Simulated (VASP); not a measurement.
**CaS (Oldhamite): single point with PBEsol**

CaS (Oldhamite):

```xyz
2
Lattice="0.0000 2.8166 2.8166 2.8166 0.0000 2.8166 2.8166 2.8166 0.0000" Properties=species:S:1:pos:R:3 pbc="T T T"
Ca    0.0000    0.0000    0.0000
S     2.8166    2.8166    2.8166
```

```json
{"Program": "VASP 6.6.1", "Task": "single point", "Functional": "PBEsol", "Potentials or basis": "VASP PAW PBE potentials, release 64 (Ca_sv, S)", "Cutoff": "500 eV", "k mesh": "8 × 8 × 8", "Occupations": "fermi-dirac, width 0.02 eV", "Spin": "no spin polarisation", "Dipole correction": "no", "Further INCAR settings": "ALGO = Normal; EDIFF = 1e-06; NBANDS = 15"}
```

| Quantity | Value |
| --- | --- |
| Pressure | 0.2 GPa |
| Band gap on the k mesh | 2.15 eV, indirect (least direct gap 3.00 eV) |

Levels at points of the mesh, in eV from the valence-band top:
```csv
k point,band 5,band 6,band 7,band 8,band 9,band 10,band 11,band 12
"(0.00, 0.00, 0.00)",-11.44,0.00,0.00,0.00,4.08,4.08,4.08,4.17
"(0.50, 0.00, 0.00)",-10.54,-3.28,-1.25,-1.25,5.12,6.12,6.27,6.27
"(0.50, 0.50, 0.00)",-10.77,-2.39,-0.84,-0.84,2.15,5.64,6.05,6.90
```

Run time: 17 s on 1 thread of Intel Xeon 6975P-C, with other jobs on the host, peak memory 0.17 GiB.

Caveat: the PAW data sets were made with another functional, which shifts forces and pressure a little. A k mesh can miss the band edges.
